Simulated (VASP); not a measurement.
# Sn (P-1) in VASP: a series of runs

Sn is run at these levels: PBEsol; tasks: single point.

All numbers are computed with VASP 6.6.1; they aren't measurements. Logs are shortened: lines on timing, memory, paths and dates and some standing lists are left out, and cuts for length are marked.

### Step 1. The cell of the first run

The typed cell holds 1 atom: a = 3.285 Å, b = 3.365 Å, c = 3.266 Å, α = 119.47°, β = 115.99°, γ = 91.58°.

### Step 2. Single point, PBEsol

INCAR reads:

```
SYSTEM = Sn
PREC     = Accurate       ! precision mode
ENCUT    = 520            ! plane-wave cutoff, eV
EDIFF    = 1E-6           ! SCF threshold, eV
ISMEAR   = -1             ! smearing method
SIGMA    = 0.05           ! smearing width, eV
LREAL    = .FALSE.        ! projectors in reciprocal space
LASPH    = .TRUE.         ! aspherical terms in the spheres
NELM     = 100            ! most SCF steps
ALGO     = Normal         ! electronic algorithm
ISIF     = 2              ! what is computed and relaxed
LWAVE    = .FALSE.        ! write WAVECAR
LCHARG   = .TRUE.         ! write CHGCAR
GGA      = PS             ! functional
LELF     = .TRUE.         ! ELF
LVHAR    = .TRUE.       
NBANDS   = 13             ! bands
```

KPOINTS reads:

```
Automatic mesh
0
G
  7 7 8
  0 0 0
```

POSCAR reads:

```
Sn
1.0
   -1.5849495777      1.7441833001      2.2880937491
    1.7195744521     -1.6911619647      2.3472348508
    1.6220275743      1.7272116808     -2.2478310782
Sn
1
Direct
    0.0000000000      0.0000000000      0.0000000000
```

Potentials or basis: VASP PAW PBE potentials, release 64 (Sn_d).

Run with:

```bash
> cat potpaw_PBE.64/Sn_d/POTCAR > POTCAR
> mpirun -np 1 vasp_std > vasp.out
```

OUTCAR:

```text
SYSTEM = Sn
   PREC = Accurate
   ENCUT = 520
   EDIFF = 1E-6
   ISMEAR = -1
   LREAL = .FALSE.
   LASPH = .TRUE.
   NELM = 100
   ISIF = 2
   GGA = PS

 ion  position               nearest neighbor table
   1  0.000  0.000  0.000-

  LATTYP: Found a triclinic cell.
 ALAT       =     5.8601147135
 B/A-ratio  =     0.5743032807
 C/A-ratio  =     0.8313965223
 COS(alpha) =     0.0125672983
 COS(beta)  =     0.4075730524
 COS(gamma) =     0.8743974108

  Lattice vectors:

 A1 = (  -5.0611764785,   1.6551122486,  -2.4466386234)
 A2 = (  -1.7195744521,   1.6911619647,  -2.3472348508)
 A3 = (  -3.3786800230,  -3.5074446970,  -0.1396664435)

Analysis of symmetry for initial positions (statically):
=====================================================================
 Subroutine PRICEL returns:
 Original cell was already a primitive cell.

 Routine SETGRP: Setting up the symmetry group for a
 triclinic supercell.

 Subroutine GETGRP returns: Found  2 space group operations
 (whereof  2 operations were pure point group operations)
 out of a pool of  2 trial point group operations.

The static configuration has the point symmetry S_2 .

Analysis of symmetry for dynamics (positions and initial velocities):
=====================================================================
 Subroutine PRICEL returns:
 Original cell was already a primitive cell.

 Routine SETGRP: Setting up the symmetry group for a
 triclinic supercell.

 Subroutine GETGRP returns: Found  2 space group operations
 (whereof  2 operations were pure point group operations)
 out of a pool of  2 trial point group operations.

The dynamic configuration has the point symmetry S_2 .

 Subroutine INISYM returns: Found  2 space group operations
 (whereof  2 operations are pure point group operations),
 and found     1 'primitive' translations

----------------------------------------------------------------------------------------

                                     Primitive cell

  volume of cell :      26.8553

  direct lattice vectors                    reciprocal lattice vectors
    -1.584949578  1.744183300  2.288093749    -0.009410635  0.285701703  0.212739744
     1.719574452 -1.691161965  2.347234851     0.293151236 -0.005535312  0.207283695
     1.622027574  1.727211681 -2.247831078     0.296535798  0.285039035 -0.011872782

  length of vectors
     3.284754717  3.365483105  3.266034017     0.356331618  0.359074947  0.411487174

  position of ions in fractional coordinates (direct lattice)
     0.000000000  0.000000000  0.000000000

  ion indices of the primitive-cell ions
   primitive index   ion index
                 1           1

----------------------------------------------------------------------------------------

 KPOINTS: Automatic mesh

Automatic generation of k-mesh.
 Grid dimensions read from file:
 generate k-points for:    7    7    8

 Generating k-lattice:

  Cartesian coordinates                     Fractional coordinates (reciprocal lattice)
    -0.001344376  0.040814529  0.030391392     0.142857143  0.000000000  0.000000000
     0.041878748 -0.000790759  0.029611956     0.000000000  0.142857143  0.000000000
     0.037066975  0.035629879 -0.001484098    -0.000000000  0.000000000  0.125000000

  Length of vectors
     0.050904517  0.051296421  0.051435897

  Shift w.r.t. Gamma in fractional coordinates (k-lattice)
     0.000000000  0.000000000  0.000000000

 Subroutine IBZKPT returns following result:
 ===========================================

 Found    197 irreducible k-points:

 Following reciprocal coordinates:
            Coordinates               Weight
  0.000000  0.000000  0.000000      1.000000
  0.142857  0.000000 -0.000000      2.000000
  0.285714  0.000000 -0.000000      2.000000
  0.428571  0.000000 -0.000000      2.000000
 -0.000000  0.142857  0.000000      2.000000
  0.142857  0.142857  0.000000      2.000000
[... 16 lines left out ...]
 -0.428571  0.428571  0.000000      2.000000
 -0.285714  0.428571  0.000000      2.000000
 [... further k-points ...]
   k-points           NKPTS =    197   k-points in BZ     NKDIM =    197   number of bands    NBANDS=     13
   number of dos      NEDOS =    301   number of ions     NIONS =      1
   total plane-waves  NPLWV =  16128
   dimension x,y,z NGX =    24 NGY =   28 NGZ =   24
   dimension x,y,z NGXF=    48 NGYF=   56 NGZF=   48
   ions per type =               1
   NGX,Y,Z   is equivalent  to a cutoff of  12.15, 13.83, 12.22 a.u.
   NGXF,Y,Z  is equivalent  to a cutoff of  24.29, 27.66, 24.43 a.u.
 SYSTEM =  Sn
   PREC   = accura    normal or accurate (medium, high low for compatibility)
   ISTART =      0    job   : 0-new  1-cont  2-samecut
   ICHARG =      2    charge: 1-file 2-atom 10-const
   ISPIN  =      1    spin polarized calculation?
   LNONCOLLINEAR =      F non collinear calculations
   LSORBIT =      F    spin-orbit coupling
   LASPH  =      T    aspherical Exc in radial PAW
   ENCUT  =  520.0 eV  38.22 Ry    6.18 a.u.   6.11  6.26  6.07*2*pi/ulx,y,z
   NELM   =    100;   NELMIN=  2; NELMDL= -5     # of ELM steps
   EDIFF  = 0.1E-05   stopping-criterion for ELM
   LREAL  =      F    real-space projection
   EDIFFG = 0.1E-04   stopping-criterion for IOM
   NSW    =      0    number of steps for IOM
   IBRION =     -1    ionic relax: 0-MD 1-quasi-New 2-CG
   NFREE  =      0    steps in history (QN), initial steepest desc. (CG)
   ISIF   =      2    stress and relaxation
   ISYM   =      2    0-nonsym 1-usesym 2-fastsym
   POTIM  = 0.5000    time-step for ionic-motion
   TEBEG  =    0.0;   TEEND  =   0.0 temperature during run
   PSTRESS=    0.0 pullay stress
   NELECT =      14.0000    total number of electrons
   NUPDOWN=      -1.0000    fix difference up-down
   EMIN   =  10.00;   EMAX   =-10.00  energy-range for DOS
   EFERMI =   0.00;   METHOD = LEGACY
   ISMEAR =    -1;   SIGMA  =   0.05  broadening in eV -4-tet -1-fermi 0-gaus
   EFERMI_NEDOS =   21; number of points for ismear=-14 and -15
   IALGO  =     38    algorithm
   IMIX   =      4    mixing-type and parameters
     AMIX     =   0.40;   BMIX     =  1.00
     AMIX_MAG =   1.60;   BMIX_MAG =  1.00
  volume/ion in A,a.u.               =      26.86       181.23
  Fermi-wavevector in a.u.,A,eV,Ry     =   1.317572  2.489850 23.619665  1.735996
  Thomas-Fermi vector in A             =   2.447604
   LORBIT       =      0    0 simple, 1 ext, 2 COOP (PROOUT), +10 PAW based schemes
   GGA     = PS    functional components
   LHFCALC =     F    Hartree Fock is set to
   AEXX    =    0.0000 exact exchange contribution
   IVDW    =     0    specifies the selected vdW correction
   LEPSILON=     F    determine dielectric tensor
   LRPA    =     F    only Hartree local field effects (RPA)
 non-spin polarized calculation
  energy-cutoff  :      520.00
  volume of cell :       26.86
 maximum number of plane-waves:       742
   NGX = 13   NGY = 13   NGZ = 13

 number of electron      13.9999997 magnetization

 Free energy of the ion-electron system (eV)
  ---------------------------------------------------
  ext. energy  EPLUGINS =         0.00000000
  ---------------------------------------------------
  free energy    TOTEN  =        -4.23556215 eV

  energy without entropy =       -4.23155295  energy(sigma->0) =       -4.23355755

 E-fermi :   8.0990     XC(G=0): -10.5568

 val. band max:        8.0783866695   @ k =  -0.4286   0.2857   0.3750
 cond. band min:       8.1008184733   @ k =  -0.4286  -0.2857   0.3750
 fundamental gap:      0.0224318038
 Fermi energy:         8.0989892371

 k-point     1 :       0.0000    0.0000    0.0000
  band No.  band energies     occupation
      1     -13.3693      2.00000
      2     -13.3435      2.00000
      3     -13.3067      2.00000
      4     -13.2591      2.00000
      5     -13.2375      2.00000
      6      -3.1235      2.00000
      7      15.2326      0.00000
      8      15.6175      0.00000
      9      16.5681      0.00000
     10      19.1906      0.00000
     11      19.2840      0.00000
     12      19.7323      0.00000
     13      20.6442      0.00000

 k-point     2 :       0.1429    0.0000   -0.0000
  band No.  band energies     occupation
      1     -13.3581      2.00000
      2     -13.3356      2.00000
      3     -13.3021      2.00000
      4     -13.2526      2.00000
      5     -13.2369      2.00000
      6      -2.7194      2.00000
      7      11.9462      0.00000
      8      15.1875      0.00000
      9      15.9569      0.00000
     10      18.5538      0.00000
     11      20.5232      0.00000
     12      21.0432      0.00000
     13      21.9567      0.00000

 k-point     3 :       0.2857    0.0000   -0.0000
  band No.  band energies     occupation
      1     -13.3517      2.00000
      2     -13.3292      2.00000
      3     -13.3006      2.00000
      4     -13.2217      2.00000
      5     -13.2138      2.00000
      6      -1.5126      2.00000
      7       7.6348      1.99981
      8      14.5955      0.00000
      9      15.1524      0.00000
     10      18.2232      0.00000
     11      19.9339      0.00000
     12      20.0310      0.00000
     13      21.1192      0.00000

 k-point     4 :       0.4286    0.0000   -0.0000
  band No.  band energies     occupation
      1     -13.3561      2.00000
      2     -13.3336      2.00000
      3     -13.3052      2.00000
      4     -13.1987      2.00000
      5     -13.1692      2.00000
      6       0.3488      2.00000
      7       4.1430      2.00000
      8      14.1811      0.00000
      9      14.7333      0.00000
     10      18.3131      0.00000
     11      18.8199      0.00000
     12      19.2853      0.00000
     13      19.8887      0.00000

 k-point     5 :      -0.0000    0.1429    0.0000
  band No.  band energies     occupation
      1     -13.3613      2.00000
      2     -13.3430      2.00000
      3     -13.2907      2.00000
      4     -13.2520      2.00000
      5     -13.2377      2.00000
      6      -2.7124      2.00000
      7      12.1318      0.00000
      8      14.9468      0.00000
      9      15.8454      0.00000
     10      18.6069      0.00000
     11      20.2151      0.00000
     12      21.3048      0.00000
     13      21.7497      0.00000
[... 257 lines left out ...]
 k-point    22 :       0.4286    0.4286   -0.0000
  band No.  band energies     occupation
      1     -13.4217      2.00000
      2     -13.3472      2.00000
      3     -13.1941      2.00000
      4     -13.1692      2.00000
      5     -13.1542      2.00000
      6       3.2073      2.00000
      7       4.7156      2.00000
      8       7.6815      1.99953
      9      11.2873      0.00000
     10      14.7101      0.00000
     11      15.6599      0.00000
     12      26.1555      0.00000
     13      27.9048      0.00000

 k-point    23 :      -0.4286    0.4286    0.0000
  band No.  band energies     occupation
      1     -13.4308      2.00000
      2     -13.3588      2.00000
      3     -13.1883      2.00000
      4     -13.1646      2.00000
      5     -13.1512      2.00000
      6       1.8993      2.00000
      7       5.9204      2.00000
      8       9.6699      0.00000
      9      11.1781      0.00000
     10      13.2360      0.00000
     11      14.6823      0.00000
     12      27.2142      0.00000
     13      28.6116      0.00000

 k-point    24 :      -0.2857    0.4286    0.0000
  band No.  band energies     occupation
      1     -13.4070      2.00000
      2     -13.3277      2.00000
      3     -13.2234      2.00000
      4     -13.2020      2.00000
      5     -13.1646      2.00000
      6       0.6549      2.00000
      7       7.1432      2.00000
      8       9.3954      0.00000
      9      11.8358      0.00000
     10      15.2451      0.00000
     11      16.1033      0.00000
     12      23.7774      0.00000
     13      26.8526      0.00000

 [... further k-points ...]
[... 5 lines left out ...]
  --------------------------------------------------------------------------------------
  -------------------------------------------------------------------------------------
  Total        0.0813222     -0.0949801     -0.3500312      0.2481577     -0.0639294      0.0935074
  in kB        4.8516620     -5.6664856    -20.8827651     14.8050203     -3.8140110      5.5786272
  external PRESSURE =      -7.2325296 kB  Pullay stress =       0.0000000 kB

 VOLUME and BASIS-vectors are now :
 -----------------------------------------------------------------------------
  energy-cutoff  :      520.00
  volume of cell :       26.86
      direct lattice vectors                 reciprocal lattice vectors
    -1.584949578  1.744183300  2.288093749    -0.009410635  0.285701703  0.212739744
     1.719574452 -1.691161965  2.347234851     0.293151236 -0.005535312  0.207283695
     1.622027574  1.727211681 -2.247831078     0.296535798  0.285039035 -0.011872782

 POSITION                                       TOTAL-FORCE (eV/Angst)
 -----------------------------------------------------------------------------------
      0.00000      0.00000      0.00000         0.000000      0.000000      0.000000
 -----------------------------------------------------------------------------------
    total drift:                               -0.000000     -0.000000      0.000000

  FREE ENERGIE OF THE ION-ELECTRON SYSTEM (eV)
  ---------------------------------------------------
  free  energy   TOTEN  =        -4.2355621549 eV

  energy  without entropy=       -4.2315529476  energy(sigma->0) =       -4.23355755
```

Run time: 25 s. Hardware: 1 thread of Intel Xeon Platinum 8488C (Sapphire Rapids), shared host; peak memory 0.18 GiB.

What came out:

```yaml
Free_energy: -4.2356 eV
Pressure: -0.7 GPa
Band_gap_on_the_k_mesh: zero (band 7 reaches 15.23 eV, above the bottom of band 8 at 6.21 eV)
```

Caveat: the PAW data sets were made with another functional, which shifts forces and pressure a little; spin-orbit coupling is left out, which moves the levels of the heavy elements.

[end of part 1 of 2]
